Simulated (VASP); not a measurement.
A run of VASP 6.6.1 is set up as follows.

Contents of INCAR:

```
ALGO = Normal ; EDIFF = 1E-8
ENCUT = 500 ; GGA = PS
GGA_COMPAT = False ; IBRION = 8
ISIF = 2 ; ISMEAR = 0
LASPH = True ; LCHARG = False
LEPSILON = True ; LREAL = False
LWAVE = False ; NELM = 120
NSW = 1 ; PREC = Accurate
SIGMA = 0.01
```

KPOINTS

```
k-points
0
Gamma
  6 6 6
```

POSCAR

```
AgI
1.0
    0.0000000000      3.2247460188      3.2247460188
    3.2247460188      0.0000000000      3.2247460188
    3.2247460188      3.2247460188      0.0000000000
Ag I
1 1
Direct
    0.0000000000      0.0000000000      0.0000000000
    0.2500000000      0.2500000000      0.2500000000
```

Potentials or basis: VASP PAW PBE potentials, release 64 (Ag, I).

The run is started by

```console
$ cat potpaw_PBE.64/Ag/POTCAR potpaw_PBE.64/I/POTCAR > POTCAR
$ mpirun -np 1 vasp_std > vasp.out
```

(1) Estimate the electronic dielectric tensor (diagonal).

(2) Predict the Born charges (mean of the diagonal).

(3) What does it give for the highest phonon frequency at Γ, LO-TO splitting left out?

Answers

(1) 6.07.

(2) Ag +1.27; I -1.27 e.

(3) 106 cm⁻¹.
